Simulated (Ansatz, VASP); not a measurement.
**One calculation of BaTiO3, two programs**

```xyz
5
Lattice="3.9723 0.0000 0.0000 0.0000 3.9723 0.0000 0.0000 0.0000 4.1124" Properties=species:S:1:pos:R:3 pbc="T T T"
Ba    0.0000    0.0000    4.0070
Ti    1.9862    1.9862    1.9514
O     1.9862    1.9862    0.1298
O     1.9862    0.0000    2.1164
O     0.0000    1.9862    2.1164
```

Change from the starting cell: all Ba atoms moved -0.075 Å, as atom 1 along Cartesian [0 0 1].

Alike in both runs: task single point; functional r2SCAN; k mesh 8 × 8 × 8; occupations gaussian, width 0.05 eV; no spin polarisation.

|  | VASP | Ansatz |
| --- | --- | --- |
| version | VASP 6.6.1 | Ansatz 0.2.0 |
| potentials or method | VASP PAW PBE potentials, release 64 (Ba_sv, Ti_sv, O_h), cutoff 910 eV | scalar-relativistic, plane waves, PAW |
| valence electrons in the cell | 40 | 40 |

```csv
,VASP,Ansatz,Ansatz less VASP
gap on the k mesh at the Fermi level (eV),2.26,2.27,+0.011
least direct gap on the mesh (eV),2.74,2.72,-0.016
rms of the force components (eV/Å),0.159,0.147,-0.0123
```

VASP's potentials were made for PBE, not for r2SCAN. Atom by atom the forces differ by 0.050 eV/Å (rms over components). The functional is the same, so the differences come from potentials, cutoffs and numerics.

Spin-orbit coupling is off throughout. Noted on VASP's run: the cutoff is short for stress, so the pressure is rough.
